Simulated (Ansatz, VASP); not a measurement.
**Two plane-wave programs on In3GaAs4**

```
In Ga As
1.0
     5.75447    0.00000    0.00000
     0.00000    5.75447    0.00000
     0.00000    0.00000    5.75447
In Ga As
3 1 4
Direct
  0.00000 0.50000 0.50000
  0.50000 0.00000 0.50000
  0.50000 0.50000 0.00000
  0.00000 0.00000 0.00000
  0.75000 0.75000 0.25000
  0.75000 0.25000 0.75000
  0.25000 0.75000 0.75000
  0.25000 0.25000 0.25000
```

Alike in both runs: task relaxation of cell and atoms; functional PBE; k mesh 4 × 4 × 4; occupations gaussian, width 0.1 eV; no spin polarisation.

|  | VASP | Ansatz |
| --- | --- | --- |
| version | VASP 6.6.1 | Ansatz 0.2.0 |
| potentials or method | VASP PAW PBE potentials, release 64 (In_d, Ga_d, As), cutoff 600 eV | scalar-relativistic, plane waves, PAW |
| valence electrons in the cell | 72 | 112 |

Ansatz gave:

| Property | Result |
| --- | --- |
| gap on the k mesh at the Fermi level, each at its own relaxed structure (eV) | none |
| relaxed volume (Å³/atom) | 27.94 |
| relaxed length of the cell vector where the two differ most in proportion (Å) | 6.069 |

Task: Which values does VASP return?

Result: gap on the k mesh at the Fermi level, each at its own relaxed structure (eV): none; relaxed volume (Å³/atom): 28.04; relaxed length of the cell vector where the two differ most in proportion (Å): 6.076.

A gap of «none» marks a metal or a gap that the smearing closes. VASP's potentials hold 72 valence electrons a cell and Ansatz's 112, so a difference there can come from the potentials and not from the codes.

Noted on VASP's run: the volume moved by over 15 % at a fixed basis, so the end points are rough.
